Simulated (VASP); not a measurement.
A run of VASP 6.6.1 is set up as follows.

The input INCAR:

```
SYSTEM = AlRu
PREC     = Accurate       ! precision mode
ENCUT    = 520            ! plane-wave cutoff, eV
EDIFF    = 1E-7           ! SCF threshold, eV
ISMEAR   = 0              ! smearing method
SIGMA    = 0.15           ! smearing width, eV
LREAL    = .False.        ! projectors in reciprocal space
LASPH    = .True.         ! aspherical terms in the spheres
NELM     = 100            ! most SCF steps
ALGO     = Fast           ! electronic algorithm
ISIF     = 2              ! what is computed and relaxed
LWAVE    = .False.        ! write WAVECAR
LCHARG   = .True.         ! write CHGCAR
GGA      = PS             ! functional
LELF     = .True.         ! ELF
LVHAR    = .True.       
NBANDS   = 16             ! bands
```

The input KPOINTS:

```
regular mesh
0
Gamma
  16 16 16
  0 0 0
```

POSCAR

```
AlRu
1.0
    2.9916000000      0.0000000000      0.0000000000
    0.0000000000      2.9916000000      0.0000000000
    0.0000000000      0.0000000000      3.0439530000
Al Ru
1 1
Direct
    0.0000000000      0.0000000000      0.0000000000
    0.5000000000      0.5000000000      0.5000000000
```

Potentials or basis: VASP PAW PBE potentials, release 64 (Al, Ru_pv).

Command:

```bash
$ cat potpaw_PBE.64/Al/POTCAR potpaw_PBE.64/Ru_pv/POTCAR > POTCAR
$ mpirun -np 1 vasp_std > vasp.out
```

(1) What does it give for the pressure?

Answers

(1) -6.6 GPa.

Caveat: the cell differs from its parent crystal (strain +0.0175 x Voigt [0, 0, 1, 0, 0, 0]); the PAW data sets were made with another functional, which shifts forces and pressure a little.
